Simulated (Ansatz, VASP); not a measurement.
## FeGe: VASP beside Ansatz

```
Ge Fe
1.0
     5.09562    0.00000    0.00000
    -2.54781    4.41294    0.00000
     0.00000    0.00000    4.19648
Ge Fe
3 3
Direct
  0.66667 0.33333 0.50000
  0.33333 0.66667 0.50000
  0.00000 0.00000 0.00000
  0.00000 0.50000 0.00000
  0.50000 0.50000 0.00000
  0.50000 0.00000 0.00000
```

Change from the starting cell: volume scaled by 1.06.

Alike in both runs: task single point; functional PBEsol; k mesh 6 × 6 × 7; occupations fermi-dirac, width 0.05 eV; collinear spin.

```csv
,VASP,Ansatz
version,VASP 6.6.1,Ansatz 0.2.0
potentials or method,"VASP PAW PBE potentials, release 64 (Ge_d, Fe), cutoff 520 eV","all-electron LAPW, scalar-relativistic"
```

VASP gave:

```
gap on the k mesh at the Fermi level (eV)                     : none
pressure (GPa)                                                : -15.1
traceless stress, the component that is largest in VASP (GPa) : 0.31
net moment per atom (μB)                                      : 0.80
size of the moment on the site where the two differ most (μB) : 1.70
```

Task: Estimate Ansatz's values.

Result: gap on the k mesh at the Fermi level (eV): none; pressure (GPa): -15.4; traceless stress, the component that is largest in VASP (GPa): 0.47; net moment per atom (μB): 0.79; size of the moment on the site where the two differ most (μB): 1.70.

VASP's potentials were made for PBE, not for PBEsol. Site moments also hang on the region over which each program counts them. A gap of «none» marks a metal or a gap that the smearing closes. Ansatz ran all-electron here, and VASP with PAW potentials.
